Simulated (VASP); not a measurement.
Runs of VASP 6.6.1 on Al. The structure is that of space group Fm-3m (No. 225), or close to it. The cells are those of the table. 

```tsv
task	cell	cutoff (eV)	gap on the mesh (eV)	pressure (GPa)
single point	a = 2.426 Å, angles 60.0°, 1 atom	520	none	(a)
relaxation of cell and atoms	relaxed to 110 GPa from a = 2.426 Å, angles 60.0°, 1 atom	600	none	110.0
single point	a = 2.424 Å, angles 60.0°, 1 atom	520	none	110.9
relaxation of cell and atoms	relaxed to 110 GPa from a = 2.427 Å, angles 60.0°, 1 atom	600	none	110.0
```

Alike in all rows: level PBE; potentials or basis VASP PAW PBE potentials, release 64 (Al); no spin polarisation; k mesh 19 × 19 × 19; smearing fermi-dirac 0.05 eV.

Problem. Fill in the values left out.

Solution. (a) 110.3.

Caveats: the cell is relaxed towards a set pressure, so the enthalpy falls and the energy may rise (some runs).

A gap of «none» marks levels without a gap at the run's occupations.
